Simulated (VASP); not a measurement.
# SiO2 in VASP: notebook

Aim: see how the results for SiO2 move with the level of theory and the settings. Levels: PBEsol, r2SCAN. Tasks: single point.

Everything below comes from runs of VASP 6.6.1. Logs are shortened: lines on timing, memory, paths and dates and some standing lists are left out, and cuts for length are marked.

## 1. The cell of the first run

The cell holds a repeated cell, 72 atoms: a = 8.389 Å, b = 8.389 Å, c = 8.036 Å, α = 90.00°, β = 90.00°, γ = 90.00°.

## 2. Single point, PBEsol

Input file INCAR:

```
SYSTEM = SiO2
PREC     = Accurate       ! precision mode
ENCUT    = 520            ! plane-wave cutoff, eV
EDIFF    = 1E-6           ! SCF threshold, eV
ISMEAR   = -1             ! smearing method
SIGMA    = 0.05           ! smearing width, eV
LREAL    = Auto         
LASPH    = .True.         ! aspherical terms in the spheres
NELM     = 120            ! most SCF steps
ALGO     = Normal         ! electronic algorithm
ISIF     = 2              ! what is computed and relaxed
LWAVE    = .False.        ! write WAVECAR
LCHARG   = .True.         ! write CHGCAR
GGA      = PS             ! functional
LELF     = .True.         ! ELF
LVHAR    = .True.       
ISYM     = -1           
NBANDS   = 234            ! bands
GGA_COMPAT= .False.
```

Input file KPOINTS:

```
explicit points
1
Reciprocal
  0.25000000   0.25000000   0.25000000 1
```

Input file POSCAR:

```
SiO2
1.0
    8.3886930000      0.0000000000      0.0000000000
    0.0000000000      8.3886930000      0.0000000000
    0.0000000000      0.0000000000      8.0356430000
Si O
24 48
Direct
    0.9993670000      0.9997890000      0.9999860000
    0.9993400000      0.9998750000      0.3333290000
    0.9993450000      0.9998890000      0.6666600000
    0.9994000000      0.4998360000      0.0000120000
    0.9994220000      0.4998400000      0.3333380000
    0.9994270000      0.4998430000      0.6666590000
    0.4993420000      0.9997720000      0.0000110000
    0.4993990000      0.9998370000      0.3333560000
    0.4993940000      0.9998620000      0.6666660000
    0.4993300000      0.4998120000      0.9999770000
    0.4993140000      0.4998690000      0.3333000000
    0.4993340000      0.4998640000      0.6666430000
    0.2493770000      0.2498520000      0.1666470000
    0.2493730000      0.2498180000      0.4999980000
    0.2493920000      0.2498430000      0.8333580000
    0.2493460000      0.7498220000      0.1666780000
    0.2493940000      0.7498960000      0.5000070000
    0.2493550000      0.7498170000      0.8333280000
    0.7493110000      0.2497980000      0.1666660000
    0.7493130000      0.2498070000      0.8333600000
    0.7493710000      0.7498130000      0.1666910000
    0.7493220000      0.7498220000      0.5000040000
    0.7493590000      0.7498050000      0.8333360000
    0.7493690000      0.2499420000      0.5000040000
    0.5964050000      0.4029080000      0.4999980000
    0.1523520000      0.1529010000      0.9999910000
    0.1523580000      0.1528930000      0.3333310000
    0.1523490000      0.1528930000      0.6666520000
    0.1523750000      0.6528860000      0.0000070000
    0.1523630000      0.6529590000      0.3333410000
    0.1523840000      0.6529480000      0.6666500000
    0.6523500000      0.1528170000      0.0000040000
    0.6523370000      0.1529450000      0.3333650000
    0.6523010000      0.1529650000      0.6666550000
    0.6523420000      0.6528460000      0.0000050000
    0.6523200000      0.6529070000      0.3333200000
    0.6523180000      0.6528900000      0.6666680000
    0.3463850000      0.3467640000      0.9999950000
    0.3463520000      0.3467800000      0.3333380000
    0.3463470000      0.3467720000      0.6666720000
    0.3463800000      0.8467670000      0.0000240000
    0.3463590000      0.8467780000      0.3333480000
    0.3463740000      0.8467820000      0.6666770000
    0.8464050000      0.3467440000      0.0000240000
    0.8464270000      0.3467670000      0.3332970000
    0.8464200000      0.3467580000      0.6667470000
    0.8463590000      0.8467240000      0.0000220000
    0.8463900000      0.8467130000      0.3333830000
    0.8463760000      0.8467280000      0.6666490000
    0.0964220000      0.4028870000      0.1666340000
    0.0964770000      0.4029640000      0.5000090000
    0.0964370000      0.4029220000      0.8333610000
    0.0963790000      0.9028880000      0.1666550000
    0.0962770000      0.9029320000      0.4999990000
    0.0963880000      0.9028610000      0.8333430000
    0.5963250000      0.4028680000      0.1666440000
    0.5963170000      0.4028950000      0.8333210000
    0.5963710000      0.9029140000      0.1666740000
    0.5963630000      0.9029100000      0.5000080000
    0.5963920000      0.9028930000      0.8333400000
    0.4023850000      0.0967690000      0.1666720000
    0.4023260000      0.0967560000      0.4999980000
    0.4023360000      0.0967570000      0.8333470000
    0.4023430000      0.5967560000      0.1666530000
    0.4023070000      0.5967660000      0.4999910000
    0.4023460000      0.5967320000      0.8333400000
    0.9023280000      0.0967240000      0.1666630000
    0.9023420000      0.0968490000      0.4999780000
    0.9023140000      0.0966960000      0.8333300000
    0.9024140000      0.5967710000      0.1666520000
    0.9023090000      0.5966750000      0.4999990000
    0.9024190000      0.5967750000      0.8333490000
```

Potentials or basis: VASP PAW PBE potentials, release 64 (Si, O).

Launch:

```console
cat potpaw_PBE.64/Si/POTCAR potpaw_PBE.64/O/POTCAR > POTCAR
mpirun -np 1 vasp_std > vasp.out
```

OUTCAR:

```text
SYSTEM = SiO2
   PREC = Accurate
   ENCUT = 520
   EDIFF = 1E-6
   ISMEAR = -1
   LREAL = Auto
   LASPH = .True.
   NELM = 120
   ISIF = 2
   GGA = PS
   ISYM = -1

 ion  position               nearest neighbor table
   1  0.999  1.000  1.000-  55 1.77  53 1.77  69 1.77  67 1.77  47 1.82  26 1.82   3 2.68   2 2.68

   2  0.999  1.000  0.333-  67 1.77  54 1.77  68 1.77  53 1.77  27 1.82  48 1.82   3 2.68   1 2.68

   3  0.999  1.000  0.667-  69 1.77  54 1.77  68 1.77  55 1.77  28 1.82  49 1.82   1 2.68   2 2.68
[... 89 lines left out ...]
  71  0.902  0.597  0.500-   5 1.77   6 1.77  22 1.82
  72  0.902  0.597  0.833-   4 1.77   6 1.77  23 1.82

IMPORTANT INFORMATION: All symmetrisations will be switched off!
NOSYMM: (Re-)initialisation of all symmetry stuff for point group C_1.

----------------------------------------------------------------------------------------

                                     Primitive cell

  volume of cell :     565.4696

  direct lattice vectors                    reciprocal lattice vectors
     8.388693000  0.000000000  0.000000000     0.119208082  0.000000000  0.000000000
     0.000000000  8.388693000  0.000000000     0.000000000  0.119208082  0.000000000
     0.000000000  0.000000000  8.035643000     0.000000000  0.000000000  0.124445548

  length of vectors
     8.388693000  8.388693000  8.035643000     0.119208082  0.119208082  0.124445548

  position of ions in fractional coordinates (direct lattice)
     0.999367000  0.999789000  0.999986000
     0.999340000  0.999875000  0.333329000
     0.999345000  0.999889000  0.666660000
     0.999400000  0.499836000  0.000012000
     0.999422000  0.499840000  0.333338000
     0.999427000  0.499843000  0.666659000
[... 64 lines left out ...]
     0.902309000  0.596675000  0.499999000
     0.902419000  0.596775000  0.833349000

  ion indices of the primitive-cell ions
   primitive index   ion index
                 1           1
                 2           2
                 3           3
                 4           4
                 5           5
                 6           6
[... 64 lines left out ...]
                71          71
                72          72

----------------------------------------------------------------------------------------

 KPOINTS: explicit points

Read explicit list of k-points.

 Found      1 k-points:

 Following reciprocal coordinates:
            Coordinates               Weight
[... 22 lines left out ...]
   NSW    =      0    number of steps for IOM
   IBRION =     -1    ionic relax: 0-MD 1-quasi-New 2-CG
   NFREE  =      0    steps in history (QN), initial steepest desc. (CG)
   ISIF   =      2    stress and relaxation
   ISYM   =     -1    0-nonsym 1-usesym 2-fastsym
   POTIM  = 0.5000    time-step for ionic-motion
   TEBEG  =    0.0;   TEEND  =   0.0 temperature during run
   PSTRESS=    0.0 pullay stress
   NELECT =     384.0000    total number of electrons
   NUPDOWN=      -1.0000    fix difference up-down
   EMIN   =  10.00;   EMAX   =-10.00  energy-range for DOS
   EFERMI =   0.00;   METHOD = LEGACY
   ISMEAR =    -1;   SIGMA  =   0.05  broadening in eV -4-tet -1-fermi 0-gaus
   EFERMI_NEDOS =   21; number of points for ismear=-14 and -15
   IALGO  =     38    algorithm
   IMIX   =      4    mixing-type and parameters
     AMIX     =   0.40;   BMIX     =  1.00
     AMIX_MAG =   1.60;   BMIX_MAG =  1.00
  volume/ion in A,a.u.               =       7.85        53.00
  Fermi-wavevector in a.u.,A,eV,Ry     =   1.438960  2.719241 28.172317  2.070607
  Thomas-Fermi vector in A             =   2.557869
   LORBIT       =      0    0 simple, 1 ext, 2 COOP (PROOUT), +10 PAW based schemes
   GGA     = PS    functional components
   LHFCALC =     F    Hartree Fock is set to
   AEXX    =    0.0000 exact exchange contribution
   IVDW    =     0    specifies the selected vdW correction
   LEPSILON=     F    determine dielectric tensor
   LRPA    =     F    only Hartree local field effects (RPA)
 non-spin polarized calculation
  energy-cutoff  :      520.00
  volume of cell :      565.47
 maximum number of plane-waves:     15222
 NGX is ok and might be reduce to    64
   NGX = 31   NGY = 31   NGZ = 29

 number of electron     383.9999736 magnetization

 Free energy of the ion-electron system (eV)
  ---------------------------------------------------
  ext. energy  EPLUGINS =         0.00000000
  ---------------------------------------------------
  free energy    TOTEN  =      -587.86670584 eV

  energy without entropy =     -587.86670584  energy(sigma->0) =     -587.86670584

 E-fermi :   8.9182     XC(G=0): -12.4678

 val. band max:        7.7279373965   @ k =   0.2500   0.2500   0.2500
 cond. band min:      14.1368854882   @ k =   0.2500   0.2500   0.2500
 fundamental gap:      6.4089480917
 Fermi energy:         8.9181739165

 k-point     1 :       0.2500    0.2500    0.2500
  band No.  band energies     occupation
      1     -14.1910      2.00000
      2     -13.5752      2.00000
      3     -13.5743      2.00000
      4     -13.4955      2.00000
      5     -13.0709      2.00000
      6     -12.9362      2.00000
[... 196 lines left out ...]
    203      15.8973      0.00000
    204      15.8981      0.00000
 [bands above 204 left out]

------------------------ aborting loop because EDIFF is reached ----------------------------------------

  FORCE on cell =-STRESS in cart. coord.  units (eV):
  Direction    XX          YY          ZZ          XY          YZ          ZX
  --------------------------------------------------------------------------------------
  -------------------------------------------------------------------------------------
  Total        1.3601118      1.5669531      4.5050106     -0.0229685      0.1160117      0.1158931
  in kB        3.8536829      4.4397380     12.7643048     -0.0650780      0.3287026      0.3283667
  external PRESSURE =       7.0192419 kB  Pullay stress =       0.0000000 kB

 VOLUME and BASIS-vectors are now :
 -----------------------------------------------------------------------------
  energy-cutoff  :      520.00
  volume of cell :      565.47
      direct lattice vectors                 reciprocal lattice vectors
     8.388693000  0.000000000  0.000000000     0.119208082  0.000000000  0.000000000
     0.000000000  8.388693000  0.000000000     0.000000000  0.119208082  0.000000000
     0.000000000  0.000000000  8.035643000     0.000000000  0.000000000  0.124445548

 POSITION                                       TOTAL-FORCE (eV/Angst)
 -----------------------------------------------------------------------------------
      8.38338      8.38692      8.03553        -0.002568      0.000684      0.002889
      8.38316      8.38764      2.67851        -0.001226     -0.004575      0.000163
      8.38320      8.38776      5.35704        -0.002161     -0.008366     -0.001020
      8.38366      4.19297      0.00010        -0.006526     -0.003667     -0.004111
      8.38384      4.19300      2.67859        -0.007093     -0.001793     -0.003145
      8.38389      4.19303      5.35703        -0.007667     -0.001472      0.006687
[... 64 lines left out ...]
      7.56919      5.00532      4.01781        -0.017877      0.030580      0.000989
      7.57012      5.00616      6.69650        -0.026637      0.026172     -0.003241
 -----------------------------------------------------------------------------------
    total drift:                                0.151050      0.061314      0.000096

  FREE ENERGIE OF THE ION-ELECTRON SYSTEM (eV)
  ---------------------------------------------------
  free  energy   TOTEN  =      -587.8667058416 eV

  energy  without entropy=     -587.8667058415  energy(sigma->0) =     -587.86670584
```

It took 4 min on 1 thread of Intel Xeon Platinum 8259CL at 2.50GHz (Skylake/Cascade Lake), shared host; peak memory 0.55 GiB.

What came out:

| Property | Result |
| --- | --- |
| Free energy | -587.8667 eV |
| Pressure | 0.7 GPa |
| Largest force | 0.049 eV/Å |
| Band gap on the k mesh | 6.41 eV |

Forces on the atoms (eV/Å):
```
Si  -0.003  0.001  0.003
Si  -0.001 -0.005  0.000
Si  -0.002 -0.008 -0.001
Si  -0.007 -0.004 -0.004
Si  -0.007 -0.002 -0.003
Si  -0.008 -0.001  0.007
Si  -0.005  0.005 -0.001
Si  -0.010  0.005 -0.006
Si  -0.010  0.001  0.005
Si   0.004  0.000  0.002
Si   0.004 -0.011  0.005
Si   0.000 -0.009  0.003
Si  -0.005 -0.008  0.005
Si  -0.004  0.000  0.001
Si  -0.009 -0.005 -0.008
Si  -0.001  0.006 -0.002
Si  -0.013  0.001 -0.001
Si   0.000  0.005  0.004
Si   0.007  0.006  0.000
Si   0.005  0.007  0.000
Si  -0.002  0.000 -0.006
Si   0.007 -0.001  0.002
Si   0.001  0.000  0.002
Si   0.001 -0.007  0.002
O    0.014 -0.015 -0.003
O   -0.023 -0.028  0.000
O   -0.023 -0.024 -0.004
O   -0.023 -0.024  0.004
O   -0.022 -0.025 -0.002
O   -0.028 -0.035  0.000
O   -0.029 -0.034 -0.001
O   -0.021 -0.017 -0.002
O   -0.023 -0.031 -0.003
O   -0.020 -0.032 -0.001
O   -0.020 -0.021 -0.001
O   -0.023 -0.029  0.000
O   -0.021 -0.026 -0.002
O    0.026  0.028  0.003
O    0.031  0.028  0.000
O    0.033  0.028 -0.001
O    0.025  0.023 -0.002
O    0.031  0.031  0.000
O    0.030  0.030  0.001
O    0.016  0.023 -0.002
O    0.021  0.027  0.003
O    0.022  0.027 -0.007
O    0.027  0.030  0.000
O    0.022  0.032 -0.005
O    0.023  0.030  0.004
O    0.022 -0.020  0.008
O    0.016 -0.030 -0.002
O    0.021 -0.025 -0.005
O    0.021 -0.023  0.003
O    0.038 -0.031  0.001
O    0.018 -0.018 -0.003
O    0.027 -0.024  0.003
O    0.032 -0.030  0.001
O    0.029 -0.033  0.004
O    0.027 -0.027  0.000
O    0.021 -0.025 -0.003
O   -0.025  0.027  0.001
O   -0.017  0.024  0.001
O   -0.018  0.023 -0.001
O   -0.025  0.028  0.001
O   -0.015  0.024 -0.001
O   -0.027  0.034 -0.003
O   -0.022  0.026 -0.001
O   -0.024  0.020  0.004
O   -0.021  0.029  0.001
O   -0.025  0.026  0.005
O   -0.018  0.031  0.001
O   -0.027  0.026 -0.003
```

Caveat: the PAW data sets were made with another functional, which shifts forces and pressure a little.

(Part 1 of 2 ends here.)
